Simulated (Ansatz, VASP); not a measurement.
**One calculation of GaN, two programs**

INCAR

```
SYSTEM = GaN
ALGO = Normal
EDIFF = 1E-6
EDIFFG = -0.01
ENCUT = 600
GGA = PS
IBRION = 2
ISIF = 3
ISMEAR = -1
IVDW = 12
LASPH = .TRUE.
LCHARG = .FALSE.
LREAL = .FALSE.
LWAVE = .FALSE.
NELM = 100
NSW = 60
PREC = Accurate
SIGMA = 0.05
```

KPOINTS

```
k-points
0
G
  10 10 10
  0 0 0
```

File POSCAR:

```
GaN
1.0
    0.0000000000      2.2535006075      2.2535006075
    2.2535006075      0.0000000000      2.2535006075
    2.2535006075      2.2535006075      0.0000000000
Ga N
1 1
Direct
    0.0000000000      0.0000000000      0.0000000000
    0.2500000000      0.2500000000      0.2500000000
```

input.yaml

```yaml
crystal:
  lattice:
    - [0.0, 2.2535006075, 2.2535006075]
    - [2.2535006075, 0.0, 2.2535006075]
    - [2.2535006075, 2.2535006075, 0.0]
  atoms:
    - { symbol: Ga, position: [0.0, 0.0, 0.0] }
    - { symbol: "N", position: [0.25, 0.25, 0.25] }
hamiltonian:
  xc: pbesol
  pseudopotentials: { kind: paw }
  dispersion: d3bj
kpoints:
  mp_grid: { grid: [10, 10, 10] }
scf:
  occupations: { method: fermi_dirac, width: 0.05 }
output:
  forces: true
  stress: true
relax:
  f_tol: 0.01
  max_steps: 40
  cell: { stress_tol: 0.05 }
```

Alike in both runs: task relaxation of cell and atoms; functional PBEsol; dispersion D3(BJ); k mesh 10 × 10 × 10; occupations fermi-dirac, width 0.05 eV; no spin polarisation.

```csv
,VASP,Ansatz
version,VASP 6.6.1,Ansatz 0.2.0
potentials or method,"VASP PAW PBE potentials, release 64 (Ga_d, N)",Ansatz PAW
plane-wave cutoff (eV),600,420
valence electrons in the cell,18,18
```

Ansatz gave:

| Property | Result |
| --- | --- |
| relaxed volume (Å³/atom) | 11.19 |
| relaxed length of the cell vector where the two differ most in proportion (Å) | 3.163 |

Task: Which values does VASP return?

Result: Relaxed volume (Å³/atom): 11.16; relaxed length of the cell vector where the two differ most in proportion (Å): 3.160.

VASP's potentials were made for PBE, not for PBEsol.

Noted on Ansatz's run: the plane-wave basis is chosen anew once the cell has moved, so the energies of steps on either side of that aren't comparable.
